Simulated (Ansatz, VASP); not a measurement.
# Al2BN3: VASP beside Ansatz

```
Al B N
1.0
     2.63123    0.00000    0.00000
     0.00000    2.63123    0.00000
     0.00000    0.00000    9.89798
Al B N
2 1 3
Direct
  0.50000 0.00000 0.39177
  0.00000 0.50000 0.60823
  0.50000 0.50000 0.00000
  0.00000 0.00000 0.00000
  0.50000 0.00000 0.61459
  0.00000 0.50000 0.38541
```

Change from the starting cell: species swapped into the Mn3CoAs2 type (P-4m2, No. 115).

Alike in both runs: task relaxation of cell and atoms; functional PBE; k mesh 14 × 14 × 4; occupations gaussian, width 0.1 eV; no spin polarisation.

```csv
,VASP,Ansatz
version,VASP 6.6.1,Ansatz 0.2.0
potentials or method,"VASP PAW PBE potentials, release 64 (Al, B, N), cutoff 600 eV","scalar-relativistic, plane waves, PAW"
valence electrons in the cell,24,24
```

Ansatz gave:

| Property | Result |
| --- | --- |
| gap on the k mesh at the Fermi level, each at its own relaxed structure (eV) | none |
| relaxed volume (Å³/atom) | 11.74 |
| relaxed cell length with the largest relative difference (Å) | 10.173 |

Estimate VASP's values.

gap on the k mesh at the Fermi level, each at its own relaxed structure (eV): none; relaxed volume (Å³/atom): 11.42; relaxed cell length with the largest relative difference (Å): 9.900.

A gap of «none» marks a metal or a gap that the smearing closes.
